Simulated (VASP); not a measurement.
Input of a VASP 6.6.1 run:

INCAR

```
PREC = Accurate
ENCUT = 600
EDIFF = 1E-6
ISMEAR = 0
SIGMA = 0.2
LREAL = False
LASPH = True
NELM = 80
ALGO = Fast
ISIF = 3
LWAVE = False
LCHARG = False
GGA = PE
IBRION = 2
NSW = 36
EDIFFG = -0.08
```

The input KPOINTS:

```
Automatic mesh
0
Gamma
  4 4 3
```

File POSCAR:

```
Hf4Ge2W
1.0
    4.8992996900      0.0000000000      0.0000000000
   -2.4496498400      4.2429179900      0.0000000000
    0.0000000000      0.0000000000      6.3669558900
Hf Ge W
4 2 1
Direct
    0.5000000000      0.0000000000      0.0000000000
    0.0000000000      0.5000000000      0.0000000000
    0.5000000000      0.5000000000      0.0000000000
    0.0000000000      0.0000000000      0.5000000000
    0.3333333300      0.6666666700      0.5000000000
    0.6666666700      0.3333333300      0.5000000000
    0.0000000000      0.0000000000      0.0000000000
```

Potentials or basis: VASP PAW PBE potentials, release 64 (Hf_pv, Ge_d, W_sv).

Run with:

```console
$ cat potpaw_PBE.64/Hf_pv/POTCAR potpaw_PBE.64/Ge_d/POTCAR potpaw_PBE.64/W_sv/POTCAR > POTCAR
$ mpirun -np 1 vasp_std > vasp.out
```

(1) What does it give for the space group after relaxing (to 0.05 Å)?

(2) What does it give for the band gap on the k mesh?

(3) What does it give for the relaxed volume?

(4) Estimate the relaxed cell.

## Answers

(1) P6/mmm (No. 191).

(2) zero (band 41 reaches 5.51 eV, above the bottom of band 42 at 5.38 eV).

(3) 20.82 Å³/atom.

(4) a = 5.822 Å, b = 5.822 Å, c = 4.964 Å, α = 90.00°, β = 90.00°, γ = 120.00°.

Caveat: the k points lie up to 0.42 Å⁻¹ apart in the final cell; spin-orbit coupling is left out, which moves the levels of the heavy elements.
